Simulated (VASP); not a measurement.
Set up this calculation in VASP 6.6.1, as the native input.

```yaml
Task: single point
Functional: LDA
Potentials_or_basis: VASP PAW LDA potentials, release 64 (Fe, O)
Cutoff: 520 eV
k_mesh: 11 × 11 × 11
Occupations: fermi-dirac, width 0.05 eV
Spin: collinear spin, ferromagnetic start
Starting_moments: "[3.0, 0.0] μB"
Dipole_correction: no
Further_INCAR_settings: ALGO = Normal; EDIFF = 1e-06; NBANDS = 18
```

The structure of FeO (Wuestite) lies in POSCAR:

```
FeO
1.0
    0.0000000000      2.1554000000      2.1554000000
    2.1554000000      0.0000000000      2.1554000000
    2.1554000000      2.1554000000      0.0000000000
Fe O
1 1
Direct
    0.0000000000      0.0000000000      0.0000000000
    0.5000000000      0.5000000000      0.5000000000
```

One way to write it, as run:

INCAR

```
PREC = Accurate
ENCUT = 520
EDIFF = 1E-6
ISMEAR = -1
SIGMA = 0.05
LREAL = F
LASPH = T
NELM = 150
ALGO = Normal
ISIF = 2
LWAVE = F
LCHARG = F
ISPIN = 2
MAGMOM = 3 0
LORBIT = 11
LMAXMIX = 4
GGA = CA
NBANDS = 18
```

KPOINTS

```
regular mesh
0
Gamma
  11 11 11
```

Potentials or basis: VASP PAW LDA potentials, release 64 (Fe, O).

Command:

```sh
$ cat potpaw_LDA.64/Fe/POTCAR potpaw_LDA.64/O/POTCAR > POTCAR
$ mpirun -np 1 vasp_std > vasp.out
```

Results of the run:

- Pressure: -15.4 GPa
- Band gap on the k mesh: zero (filled and empty bands overlap)
- Net moment: 3.99 μB per cell
- Site moments: Fe +3.57; O +0.32 μB
- Valence electrons inside the program's atomic spheres: Fe 6.76; O 4.95

Caveat: a cell with one magnetic atom can't hold antiferromagnetic order, which such compounds often take; semilocal functionals often make such compounds metallic where correlation or magnetic order opens a gap, which also shifts bond lengths.

It took 30 s on 1 thread of Intel(R) Xeon(R) Platinum 8488C (Sapphire Rapids) (shared host), peak memory 0.15 GiB.
